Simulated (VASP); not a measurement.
Crystal: B2O.

```
CELL_PARAMETERS angstrom
2.62498 0.00000 0.00000
-1.31249 2.27330 0.00000
0.00000 0.00000 10.91400
ATOMIC_POSITIONS crystal
B 0.00000 0.00000 0.42043
B 0.00000 0.00000 0.57957
B 0.66667 0.33333 0.01260
B 0.33333 0.66667 0.98740
O 0.66667 0.33333 0.37067
O 0.33333 0.66667 0.62933
```

* Program: VASP 6.6.1
* Task: relaxation of cell and atoms
* Functional: PBE
* Potentials or basis: VASP PAW PBE potentials, release 64 (B, O)
* Cutoff: 600 eV
* k mesh: 18 × 18 × 4
* Occupations: gaussian, width 0.1 eV
* Spin: no spin polarisation

At the start: pressure -0.4 GPa; volume 10.85 Å³/atom.

**Question.** Where does the relaxation end?

**Answer.** Over 22 steps the energy falls by 4.5 meV/atom and the volume is 10.45 Å³/atom (-3.7 %); space group P-3m1 (No. 164, to 0.05 Å).

The path:
| step | energy change (eV) | largest force (eV/Å) | pressure (GPa) | volume (Å³) |
| --- | --- | --- | --- | --- |
| 1 | 0.0000 | 0.1424 | -0.37 | 65.13 |
| 2 | -0.0024 | 0.1522 | 0.04 | 64.89 |
| 3 | -0.0043 | 0.2000 | 0.72 | 64.46 |
| 4 | -0.0052 | 0.1837 | 0.69 | 64.43 |
| 5 | -0.0076 | 0.1610 | 0.63 | 64.33 |
| 6 | -0.0119 | 0.1383 | 0.37 | 64.14 |
| 7 | -0.0184 | 0.1811 | -0.22 | 63.76 |
| 8 | -0.0131 | 0.6164 | -1.66 | 63.00 |
| 9 | -0.0201 | 0.2963 | -0.60 | 63.55 |
| 10 | -0.0203 | 0.3534 | -0.74 | 63.45 |
| 11 | -0.0214 | 0.3356 | -0.83 | 63.34 |
| 12 | -0.0230 | 0.2851 | -1.03 | 63.02 |
| 13 | -0.0246 | 0.2057 | -0.79 | 62.96 |
| 14 | -0.0266 | 0.0572 | -0.11 | 62.77 |
| 15 | -0.0267 | 0.0468 | -0.08 | 62.76 |
| 16 | -0.0268 | 0.0170 | 0.06 | 62.71 |
| 17 | -0.0268 | 0.0199 | 0.07 | 62.71 |
| 18 | -0.0268 | 0.0164 | 0.02 | 62.72 |
| 19 | -0.0269 | 0.0127 | -0.03 | 62.73 |
| 20 | -0.0269 | 0.0115 | -0.04 | 62.74 |
| 21 | -0.0269 | 0.0103 | -0.06 | 62.73 |
| 22 | -0.0269 | 0.0092 | -0.07 | 62.71 |

Final structure:
```xyz
6
Lattice="2.5681 0.0000 0.0000 -1.2841 2.2240 0.0000 0.0000 0.0000 10.9796" Properties=species:S:1:pos:R:3 pbc="T T T"
B     0.0000    0.0000    4.6168
B    -1.2841    2.2240    6.3628
B     1.2841    0.7413    0.2605
B     0.0000    1.4827   10.7192
O     1.2841    0.7413    4.0635
O     0.0000    1.4827    6.9162
```

Caveat: this functional lacks dispersion, which binds the layers, so the pressure and a relaxed spacing across them are unreliable.
